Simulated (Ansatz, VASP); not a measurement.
**One calculation of La2O, two programs**

```xyz
3
Lattice="4.0727 0.0000 0.0000 -2.0364 3.5271 0.0000 0.0000 0.0000 5.7436" Properties=species:S:1:pos:R:3 pbc="T T T"
La    2.0364    1.1757    0.8748
La    0.0000    2.3514    3.7459
O     2.0364    1.1757    3.7452
```

Alike in both runs: functional PBE; k mesh 5 × 5 × 5; occupations gaussian, width 0.2 eV; no spin polarisation.

Ansatz relaxed the structure, and its values are those at the end. VASP's run is a single point on that final structure, the one shown.

|  | VASP | Ansatz |
| --- | --- | --- |
| version | VASP 6.6.1 | Ansatz 0.2.0 |
| potentials or method | VASP PAW PBE potentials, release 64 (La, O), cutoff 520 eV | scalar-relativistic, plane waves, PAW |
| valence electrons in the cell | 28 | 28 |

Ansatz gave:

* gap on the k mesh at the Fermi level (eV): none
* pressure (GPa): -0.1

**Question.** Estimate VASP's values.

**Answer.** gap on the k mesh at the Fermi level (eV): none; pressure (GPa): -0.2.

A gap of «none» marks a metal or a gap that the smearing closes.

Neither program's run includes spin-orbit coupling.
